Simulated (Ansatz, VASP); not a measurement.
## Two plane-wave programs on HfZr3S8

```
Zr Hf S
1.0
     6.76934   -3.67757    0.00040
     6.76934    3.67757    0.00040
     0.00029    0.00000    6.36742
Zr Hf S
3 1 8
Direct
  0.75037 0.24963 0.00000
  0.24963 0.75037 0.00000
  0.50000 0.50000 0.50000
  0.00000 0.00000 0.50000
  0.39291 0.39291 0.16631
  0.64490 0.14133 0.66552
  0.89309 0.89309 0.16931
  0.14133 0.64490 0.66552
  0.10691 0.10691 0.83069
  0.35510 0.85867 0.33448
  0.60709 0.60709 0.83369
  0.85867 0.35510 0.33448
```

Alike in both runs: functional PBE; k mesh 4 × 4 × 4; occupations gaussian, width 0.02 eV; no spin polarisation.

Ansatz relaxed the structure, and its values are those at the end. VASP's run is a single point on that final structure, the one shown.

|  | VASP | Ansatz |
| --- | --- | --- |
| version | VASP 6.6.1 | Ansatz 0.2.0 |
| potentials or method | VASP PAW PBE potentials, release 64 (Zr_sv, Hf_pv, S), cutoff 520 eV | scalar-relativistic, plane waves, PAW |
| valence electrons in the cell | 94 | 110 |

```csv
,VASP,Ansatz,Ansatz less VASP
gap on the k mesh at the Fermi level (eV),1.13,1.13,-0.002
least direct gap on the mesh (eV),1.17,1.17,-0.002
pressure (GPa),-0.1,0.0,+0.15
rms of the force components (eV/Å),0.015,0.002,-0.0131
```

VASP's potentials hold 94 valence electrons a cell and Ansatz's 110, so a difference there can come from the potentials and not from the codes.

Spin-orbit coupling is off throughout.
